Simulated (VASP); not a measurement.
Runs of VASP 6.6.1 on Zn. The structure is that of space group Im-3m (No. 229), or close to it. The cells are those of the table. 

```tsv
task	level	cell	cutoff (eV)	gap on the mesh (eV)	pressure (GPa)	relaxed volume (Å³/atom)
relaxation of cell and atoms	PBEsol+D3(BJ)	relaxed from a = 2.718 Å, angles 109.5°, 1 atom	600	none	-0.1	(a)
relaxation of cell and atoms	BLYP+D3(BJ)	relaxed from a = 2.718 Å, angles 109.5°, 1 atom	600	none	0.0	14.62
relaxation of cell and atoms	PBEsol	relaxed from a = 2.718 Å, angles 109.5°, 1 atom	600	none	0.0	14.35
single point	PBEsol+D3(BJ)	a = 2.604 Å, angles 109.5°, 1 atom	520	none	0.5	-
single point	PBEsol	a = 2.649 Å, angles 109.5°, 1 atom	520	none	0.4	-
single point	BLYP+D3(BJ)	a = 2.664 Å, angles 109.5°, 1 atom	520	none	0.4	-
```

Alike in all rows: potentials or basis VASP PAW PBE potentials, release 64 (Zn); no spin polarisation; k mesh 12 × 12 × 12; smearing fermi-dirac 0.15 eV.

Q: Estimate the missing entries.

A: (a) 13.66.

Caveats: the PAW data sets were made with another functional, which shifts forces and pressure a little; pairwise dispersion overbinds metals, which lowers pressure and volume (some runs).

A gap of «none» marks levels without a gap at the run's occupations.
